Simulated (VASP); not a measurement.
# TaN in VASP: further runs

The runs below take TaN through single point, with PBE, r2SCAN+U.

Everything below comes from runs of VASP 6.6.1. Logs are shortened: lines on timing, memory, paths and dates and some standing lists are left out, and cuts for length are marked.

## Step 1: The cell of the first run

Symmetry: I4/mmm, No. 139, tetragonal system. Conventional cell: a = 3.002 Å, b = 3.002 Å, c = 4.423 Å, α = 90.00°, β = 90.00°, γ = 90.00°. Ta (site symmetry 4/mmm) has 6 N at 2.12 to 2.21 Å within 2.8 Å. N (site symmetry 4/mmm) has 6 Ta at 2.12 to 2.21 Å within 2.8 Å.

## Step 2: Single point, PBE

File INCAR:

```
SYSTEM = TaN
  ALGO = Normal
  EDIFF = 1E-6
  ENCUT = 520
  GGA = PE
  ISIF = 2
  ISMEAR = -1
  LASPH = .TRUE.
  LCHARG = .FALSE.
  LREAL = .FALSE.
  LWAVE = .FALSE.
  NBANDS = 15
  NELM = 60
  PREC = Accurate
  SIGMA = 0.05
```

File KPOINTS:

```
k-points
0
G
  9 9 9
  0 0 0
```

File POSCAR:

```
TaN
1.0
    0.0000000000      2.1228700800      2.2113230000
    2.1228700800      0.0000000000      2.2113230000
    2.1228700800      2.1228700800      0.0000000000
Ta N
1 1
Direct
    0.5000000000      0.5000000000      0.5000000000
    0.0000000000      0.0000000000      0.0000000000
```

Potentials or basis: VASP PAW PBE potentials, release 64 (Ta_pv, N).

The run is started by

```bash
$ cat potpaw_PBE.64/Ta_pv/POTCAR potpaw_PBE.64/N/POTCAR > POTCAR
$ mpirun -np 1 vasp_std > vasp.out
```

OUTCAR:

```text
SYSTEM = TaN
   EDIFF = 1E-6
   ENCUT = 520
   GGA = PE
   ISIF = 2
   ISMEAR = -1
   LASPH = .TRUE.
   LREAL = .FALSE.
   NELM = 60
   PREC = Accurate

 ion  position               nearest neighbor table
   1  0.500  0.500  0.500-   2 2.12   2 2.12   2 2.12   2 2.12   2 2.21   2 2.21
   2  0.000  0.000  0.000-   1 2.12   1 2.12   1 2.12   1 2.12   1 2.21   1 2.21

  LATTYP: Found a body centered tetragonal cell.
 ALAT       =     3.0021916583
 C/A-ratio  =     1.4731391275

  Lattice vectors:

 A1 = (  -2.1228700800,   0.0000000000,   2.2113230000)
 A2 = (   2.1228700800,   0.0000000000,   2.2113230000)
 A3 = (   0.0000000000,   2.1228700800,  -2.2113230000)

Analysis of symmetry for initial positions (statically):
=====================================================================
 Subroutine PRICEL returns:
 Original cell was already a primitive cell.

 Routine SETGRP: Setting up the symmetry group for a
 body centered tetragonal supercell.

 Subroutine GETGRP returns: Found 16 space group operations
 (whereof 16 operations were pure point group operations)
 out of a pool of 16 trial point group operations.

The static configuration has the point symmetry D_4h.

Analysis of symmetry for dynamics (positions and initial velocities):
=====================================================================
 Subroutine PRICEL returns:
 Original cell was already a primitive cell.

 Routine SETGRP: Setting up the symmetry group for a
 body centered tetragonal supercell.

 Subroutine GETGRP returns: Found 16 space group operations
 (whereof 16 operations were pure point group operations)
 out of a pool of 16 trial point group operations.

The dynamic configuration has the point symmetry D_4h.

 Subroutine INISYM returns: Found 16 space group operations
 (whereof 16 operations are pure point group operations),
 and found     1 'primitive' translations

----------------------------------------------------------------------------------------

                                     Primitive cell

  volume of cell :      19.9310

  direct lattice vectors                    reciprocal lattice vectors
     0.000000000  2.122870080  2.211323000    -0.235530193  0.235530193  0.226108985
     2.122870080  0.000000000  2.211323000     0.235530193 -0.235530193  0.226108985
     2.122870080  2.122870080  0.000000000     0.235530193  0.235530193 -0.226108985

  length of vectors
     3.065375472  3.065375472  3.002191658     0.402584422  0.402584422  0.402584422

  position of ions in fractional coordinates (direct lattice)
     0.500000000  0.500000000  0.500000000
     0.000000000  0.000000000  0.000000000

  ion indices of the primitive-cell ions
   primitive index   ion index
                 1           1
                 2           2

----------------------------------------------------------------------------------------

 KPOINTS: k-points

Automatic generation of k-mesh.
 Grid dimensions read from file:
 generate k-points for:    9    9    9

 Generating k-lattice:

  Cartesian coordinates                     Fractional coordinates (reciprocal lattice)
    -0.026170021  0.026170021  0.025123221     0.111111111 -0.000000000  0.000000000
     0.026170021 -0.026170021  0.025123221    -0.000000000  0.111111111  0.000000000
     0.026170021  0.026170021 -0.025123221     0.000000000  0.000000000  0.111111111

  Length of vectors
     0.044731602  0.044731602  0.044731602

  Shift w.r.t. Gamma in fractional coordinates (k-lattice)
     0.000000000  0.000000000  0.000000000

 Subroutine IBZKPT returns following result:
 ===========================================

 Found     75 irreducible k-points:

 Following reciprocal coordinates:
            Coordinates               Weight
  0.000000  0.000000  0.000000      1.000000
  0.111111  0.000000  0.000000      8.000000
  0.222222  0.000000  0.000000      8.000000
  0.333333  0.000000  0.000000      8.000000
  0.444444  0.000000  0.000000      8.000000
  0.111111  0.111111  0.000000      2.000000
[... 16 lines left out ...]
 -0.333333  0.333333  0.000000      4.000000
  0.444444  0.444444  0.000000      2.000000
 [... further k-points ...]
   k-points           NKPTS =     75   k-points in BZ     NKDIM =     75   number of bands    NBANDS=     15
   number of dos      NEDOS =    301   number of ions     NIONS =      2
   total plane-waves  NPLWV =  13824
   dimension x,y,z NGX =    24 NGY =   24 NGZ =   24
   dimension x,y,z NGXF=    48 NGYF=   48 NGZF=   48
   ions per type =               1   1
   NGX,Y,Z   is equivalent  to a cutoff of  13.02, 13.02, 13.29 a.u.
   NGXF,Y,Z  is equivalent  to a cutoff of  26.03, 26.03, 26.58 a.u.
 SYSTEM =  TaN
   PREC   = accura    normal or accurate (medium, high low for compatibility)
   ISTART =      0    job   : 0-new  1-cont  2-samecut
   ICHARG =      2    charge: 1-file 2-atom 10-const
   ISPIN  =      1    spin polarized calculation?
   LNONCOLLINEAR =      F non collinear calculations
   LSORBIT =      F    spin-orbit coupling
   LASPH  =      T    aspherical Exc in radial PAW
   ENCUT  =  520.0 eV  38.22 Ry    6.18 a.u.   5.70  5.70  5.58*2*pi/ulx,y,z
   NELM   =     60;   NELMIN=  2; NELMDL= -5     # of ELM steps
   EDIFF  = 0.1E-05   stopping-criterion for ELM
   LREAL  =      F    real-space projection
   EDIFFG = 0.1E-04   stopping-criterion for IOM
   NSW    =      0    number of steps for IOM
   IBRION =     -1    ionic relax: 0-MD 1-quasi-New 2-CG
   NFREE  =      0    steps in history (QN), initial steepest desc. (CG)
   ISIF   =      2    stress and relaxation
   ISYM   =      2    0-nonsym 1-usesym 2-fastsym
   POTIM  = 0.5000    time-step for ionic-motion
   TEBEG  =    0.0;   TEEND  =   0.0 temperature during run
   PSTRESS=    0.0 pullay stress
   NELECT =      16.0000    total number of electrons
   NUPDOWN=      -1.0000    fix difference up-down
   EMIN   =  10.00;   EMAX   =-10.00  energy-range for DOS
   EFERMI =   0.00;   METHOD = LEGACY
   ISMEAR =    -1;   SIGMA  =   0.05  broadening in eV -4-tet -1-fermi 0-gaus
   EFERMI_NEDOS =   21; number of points for ismear=-14 and -15
   IALGO  =     38    algorithm
   IMIX   =      4    mixing-type and parameters
     AMIX     =   0.40;   BMIX     =  1.00
     AMIX_MAG =   1.60;   BMIX_MAG =  1.00
  volume/ion in A,a.u.               =       9.97        67.25
  Fermi-wavevector in a.u.,A,eV,Ry     =   1.521500  2.875217 31.496954  2.314961
  Thomas-Fermi vector in A             =   2.630206
   LORBIT       =      0    0 simple, 1 ext, 2 COOP (PROOUT), +10 PAW based schemes
   GGA     = PE    functional components
   LHFCALC =     F    Hartree Fock is set to
   AEXX    =    0.0000 exact exchange contribution
   IVDW    =     0    specifies the selected vdW correction
   LEPSILON=     F    determine dielectric tensor
   LRPA    =     F    only Hartree local field effects (RPA)
 non-spin polarized calculation
  energy-cutoff  :      520.00
  volume of cell :       19.93
 maximum number of plane-waves:       548
   NGX = 11   NGY = 11   NGZ = 11

 number of electron      15.9999997 magnetization

 Free energy of the ion-electron system (eV)
  ---------------------------------------------------
  ext. energy  EPLUGINS =         0.00000000
  ---------------------------------------------------
  free energy    TOTEN  =       -21.61868255 eV

  energy without entropy =      -21.61095961  energy(sigma->0) =      -21.61482108

 E-fermi :  10.1921     XC(G=0): -13.7968

 val. band max:       10.1820011367   @ k =  -0.3333   0.2222   0.1111
 cond. band min:      10.2014454681   @ k =   0.2222   0.1111   0.0000
 fundamental gap:      0.0194443314
 Fermi energy:        10.1921100942

 k-point     1 :       0.0000    0.0000    0.0000
  band No.  band energies     occupation
      1     -25.3560      2.00000
      2     -25.3306      2.00000
      3     -25.3306      2.00000
      4      -9.1195      2.00000
      5       6.1356      2.00000
      6       6.3467      2.00000
      7       6.3467      2.00000
      8       7.6601      2.00000
      9       8.1972      2.00000
     10       8.1972      2.00000
     11       9.8142      1.99896
     12      10.6898      0.00010
     13      12.6881      0.00000
     14      19.7454      0.00000
     15      22.8333      0.00000

 k-point     2 :       0.1111    0.0000    0.0000
  band No.  band energies     occupation
      1     -25.4787      2.00000
      2     -25.3636      2.00000
      3     -25.3386      2.00000
      4      -8.7824      2.00000
      5       4.8923      2.00000
      6       5.2559      2.00000
      7       5.3961      2.00000
      8       8.2741      2.00000
      9       8.6166      2.00000
     10       8.6495      2.00000
     11      10.9872      0.00000
     12      11.9257      0.00000
     13      13.5283      0.00000
     14      20.7237      0.00000
     15      22.8329      0.00000

 k-point     3 :       0.2222    0.0000    0.0000
  band No.  band energies     occupation
      1     -25.8159      2.00000
      2     -25.4043      2.00000
      3     -25.3586      2.00000
      4      -7.8900      2.00000
      5       2.7815      2.00000
      6       3.8506      2.00000
      7       3.9612      2.00000
      8       9.2512      2.00000
      9       9.5016      2.00000
     10       9.6082      1.99998
     11      13.2209      0.00000
     12      14.3517      0.00000
     13      15.2188      0.00000
     14      22.7973      0.00000
     15      22.8686      0.00000
[... 343 lines left out ...]
 k-point    23 :      -0.3333    0.3333    0.0000
  band No.  band energies     occupation
      1     -26.0794      2.00000
      2     -25.9900      2.00000
      3     -25.5007      2.00000
      4      -6.6319      2.00000
      5       1.3085      2.00000
      6       2.8924      2.00000
      7       3.0989      2.00000
      8       9.5931      1.99999
      9      12.5152      0.00000
     10      12.5595      0.00000
     11      14.4014      0.00000
     12      17.6935      0.00000
     13      20.8867      0.00000
     14      21.6387      0.00000
     15      22.4000      0.00000

 k-point    24 :       0.4444    0.4444    0.0000
  band No.  band energies     occupation
      1     -26.2297      2.00000
      2     -25.6353      2.00000
      3     -25.6353      2.00000
      4      -7.8501      2.00000
      5       3.0040      2.00000
      6       4.4910      2.00000
      7       5.6146      2.00000
      8       5.6146      2.00000
      9      12.5542      0.00000
     10      14.1159      0.00000
     11      14.1159      0.00000
     12      15.3892      0.00000
     13      17.9978      0.00000
     14      20.0033      0.00000
     15      22.8436      0.00000

 [... further k-points ...]

------------------------ aborting loop because EDIFF is reached ----------------------------------------

  FORCE on cell =-STRESS in cart. coord.  units (eV):
  Direction    XX          YY          ZZ          XY          YZ          ZX
  --------------------------------------------------------------------------------------
  -------------------------------------------------------------------------------------
  Total        5.5260723      5.5260723      1.3784981      0.0000000     -0.0000000      0.0000000
  in kB      444.2200287    444.2200287    110.8122419      0.0000000     -0.0000000      0.0000000
  external PRESSURE =     333.0840998 kB  Pullay stress =       0.0000000 kB

 VOLUME and BASIS-vectors are now :
 -----------------------------------------------------------------------------
  energy-cutoff  :      520.00
  volume of cell :       19.93
      direct lattice vectors                 reciprocal lattice vectors
     0.000000000  2.122870080  2.211323000    -0.235530193  0.235530193  0.226108985
     2.122870080  0.000000000  2.211323000     0.235530193 -0.235530193  0.226108985
     2.122870080  2.122870080  0.000000000     0.235530193  0.235530193 -0.226108985

 POSITION                                       TOTAL-FORCE (eV/Angst)
 -----------------------------------------------------------------------------------
      2.12287      2.12287      2.21132         0.000000      0.000000      0.000000
      0.00000      0.00000      0.00000         0.000000      0.000000     -0.000000
 -----------------------------------------------------------------------------------
    total drift:                                0.000000     -0.000000     -0.000000

  FREE ENERGIE OF THE ION-ELECTRON SYSTEM (eV)
  ---------------------------------------------------
  free  energy   TOTEN  =       -21.6186825535 eV

  energy  without entropy=      -21.6109596098  energy(sigma->0) =      -21.61482108
```

Wall time 20 s (1 thread of Intel Xeon 8259CL, shared host); peak memory 0.16 GiB.

What came out:

```yaml
Free_energy: -21.6187 eV
Pressure: 33.3 GPa
Band_gap_on_the_k_mesh: zero (band 8 reaches 12.00 eV, above the bottom of band 9 at 8.20 eV)
```

Caveat: spin-orbit coupling is left out, which moves the levels of the heavy elements.

## Step 3: Single point, PBE

This run uses another cell than the first one, of 11.03 Å³/atom, 1.107 times its volume.

File INCAR:

```
ALGO = Normal
EDIFF = 1E-6
ENCUT = 520
GGA = PE
ISIF = 2
ISMEAR = -1
LASPH = True
LCHARG = True
LELF = True
LREAL = False
LVHAR = True
LWAVE = False
NBANDS = 15
NELM = 100
PREC = Accurate
SIGMA = 0.05
```

File KPOINTS:

```
k-points
0
Gamma
  9 9 9
```

File POSCAR:

```
TaN
1.0
    0.0000000000      2.2334362300      2.2113230000
    2.2334362300      0.0000000000      2.2113230000
    2.2334362300      2.2334362300      0.0000000000
Ta N
1 1
Direct
    0.5000000000      0.5000000000      0.5000000000
    0.0000000000      0.0000000000      0.0000000000
```

Potentials or basis: VASP PAW PBE potentials, release 64 (Ta_pv, N).

The run is started by

```bash
$ cat potpaw_PBE.64/Ta_pv/POTCAR potpaw_PBE.64/N/POTCAR > POTCAR
$ mpirun -np 1 vasp_std > vasp.out
```

Run time: 24 s. Hardware: 1 thread of Intel Xeon 8259CL, shared host; peak memory 0.16 GiB.

It converged, with:

```yaml
Free_energy: -21.8199 eV
Pressure: -6.7 GPa
Band_gap_on_the_k_mesh: zero (band 8 reaches 10.59 eV, above the bottom of band 9 at 7.09 eV)
```

Stress tensor (GPa, compression positive):
```
-8.53  0.00  0.00
 0.00 -8.53  0.00
 0.00  0.00 -2.96
```

Levels at points of the mesh, in eV from the Fermi level:
```csv
k point,band 4,band 5,band 6,band 7,band 8,band 9,band 10,band 11,band 12,band 13
"(0.00, 0.00, 0.00)",-18.45,-3.62,-3.62,-3.59,-1.93,-1.93,-1.82,0.10,0.20,1.35
```

Caveat: spin-orbit coupling is left out, which moves the levels of the heavy elements.

## Step 4: Single point, PBE

This run uses another cell than the first one, of 11.25 Å³/atom, 1.129 times its volume.

File INCAR:

```
SYSTEM = TaN
  PREC = Accurate
  ENCUT = 520
  EDIFF = 1E-7
  ISMEAR = -1
  SIGMA = 0.05
  LREAL = .False.
  LASPH = .True.
  NELM = 60
  ALGO = Normal
  ISIF = 2
  LWAVE = .False.
  LCHARG = .False.
  GGA = PE
  NBANDS = 15
```

File KPOINTS:

```
regular mesh
0
Gamma
  9 9 9
  0 0 0
```

File POSCAR:

```
TaN
1.0
    0.0000000000      2.2555494600      2.2113230000
    2.2555494600      0.0000000000      2.2113230000
    2.2555494600      2.2555494600      0.0000000000
Ta N
1 1
Direct
    0.5000000000      0.5000000000      0.5000000000
    0.0000000000      0.0000000000      0.0000000000
```

The run is started by

```bash
$ cat potpaw_PBE.64/Ta_pv/POTCAR potpaw_PBE.64/N/POTCAR > POTCAR
$ mpirun -np 1 vasp_std > vasp.out
```

Run time: 28 s. Hardware: 1 thread of Intel Xeon 8259CL, shared host; peak memory 0.16 GiB.

Results (log left out):

| Item | Value |
| --- | --- |
| Free energy | -21.7872 eV |
| Pressure | -12.1 GPa |
| Band gap on the k mesh | zero (band 8 reaches 10.31 eV, above the bottom of band 9 at 6.89 eV) |

Stress tensor (GPa, compression positive):
```
-15.45   0.00   0.00
  0.00 -15.45   0.00
  0.00   0.00  -5.47
```

Levels at points of the mesh, in eV from the Fermi level:
| k point | band 6 | band 7 | band 8 | band 9 | band 10 | band 11 |
| --- | --- | --- | --- | --- | --- | --- |
| (0.00, 0.00, 0.00) | -3.59 | -3.51 | -1.92 | -1.92 | -1.71 | 0.02 |

Caveat: spin-orbit coupling is left out, which moves the levels of the heavy elements.

## Step 5: Single point, r2SCAN+U

This run uses another cell than the first one, of 10.81 Å³/atom, 1.085 times its volume.

File POSCAR:

```
TaN
1.0
    0.0000000000      2.2113230000      2.2113230000
    2.2113230000      0.0000000000      2.2113230000
    2.2113230000      2.2113230000      0.0000000000
Ta N
1 1
Direct
    0.5000000000      0.5000000000      0.5000000000
    0.0000000000      0.0000000000      0.0000000000
```

File INCAR.step1:

```
ALGO = Normal
EDIFF = 1E-4
ENCUT = 520
GGA = PE
ISMEAR = -1
LASPH = T
LCHARG = F
LDAU = T
LDAUJ = 0 0
LDAUL = 2 -1
LDAUTYPE = 2
LDAUU = 1 0
LMAXMIX = 4
LREAL = F
LWAVE = T
NBANDS = 15
NELM = 150
PREC = Accurate
SIGMA = 0.05
```

File INCAR.step2:

```
ALGO = Normal
EDIFF = 1E-6
ENCUT = 520
ISIF = 2
ISMEAR = -1
ISTART = 1
LASPH = T
LCHARG = F
LDAU = T
LDAUJ = 0 0
LDAUL = 2 -1
LDAUPRINT = 1
LDAUTYPE = 2
LDAUU = 1 0
LMAXMIX = 4
LMIXTAU = T
LREAL = F
LWAVE = F
METAGGA = R2SCAN
NBANDS = 15
NELM = 150
PREC = Accurate
SIGMA = 0.05
```

File KPOINTS:

```
k-points
0
Gamma
  10 10 10
```

The run is started by

```bash
$ cat potpaw_PBE.64/Ta_pv/POTCAR potpaw_PBE.64/N/POTCAR > POTCAR
$ cp INCAR.step1 INCAR
$ mpirun -np 1 vasp_std > vasp.out
$ cp INCAR.step2 INCAR
$ mpirun -np 1 vasp_std > vasp.out
```

It took 76 s on 1 thread of Intel Xeon 8259CL, shared host; peak memory 0.15 GiB.

Results (log left out):

```yaml
Free_energy: -58.7149 eV
Pressure: -1.5 GPa
Band_gap_on_the_k_mesh: zero (band 8 reaches 11.44 eV, above the bottom of band 9 at 7.44 eV)
```

Levels at points of the mesh, in eV from the Fermi level:
```tsv
k point	band 5	band 6	band 7	band 8	band 9	band 10	band 11	band 12
(0.00, 0.00, 0.00)	-4.17	-4.17	-4.17	-2.13	-2.13	-2.13	0.19	0.19
(0.50, 0.00, 0.00)	-10.78	-7.88	-7.88	1.87	1.87	1.99	3.87	7.67
(0.50, 0.50, 0.00)	-7.17	-5.53	-5.05	-5.05	2.23	3.46	3.46	4.56
```

Eigenvalues of the final occupation matrices:
| site | spin | trace | eigenvalues |
| --- | --- | --- | --- |
| site 1 d | 1 | 1.22 | 0.20 0.20 0.27 0.27 0.27 |
| site 1 d | 2 | 1.22 | 0.20 0.20 0.27 0.27 0.27 |

Caveat: the PAW data sets were made with another functional, which shifts forces and pressure a little; spin-orbit coupling is left out, which moves the levels of the heavy elements; U without spin polarisation on a metal has little footing.

## Step 6: The runs side by side

```tsv
level	U	cell	k mesh	gap on the mesh (eV)	pressure (GPa)
PBE	-	a = 3.065, b = 3.065, c = 3.002 Å, angles 60.7, 60.7, 58.6°, 2 atoms	9 × 9 × 9	none	33.3
PBE	-	a = 3.143, b = 3.143, c = 3.159 Å, angles 59.8, 59.8, 60.3°, 2 atoms	9 × 9 × 9	none	-6.7
PBE	-	a = 3.159, b = 3.159, c = 3.190 Å, angles 59.7, 59.7, 60.7°, 2 atoms	9 × 9 × 9	none	-12.1
r2SCAN+U	Ta d U = 1.0 eV	a = 3.127 Å, angles 60.0°, 2 atoms	10 × 10 × 10	none	-1.5
```

Alike in all rows: task single point; potentials or basis VASP PAW PBE potentials, release 64 (Ta_pv, N); no spin polarisation; cutoff (eV) 520; smearing fermi-dirac 0.05 eV.

Caveats: spin-orbit coupling is left out, which moves the levels of the heavy elements; the PAW data sets were made with another functional, which shifts forces and pressure a little (some runs); U without spin polarisation on a metal has little footing (some runs).

Total energies depend on the potentials used, so only differences within one code and one set of settings carry meaning.
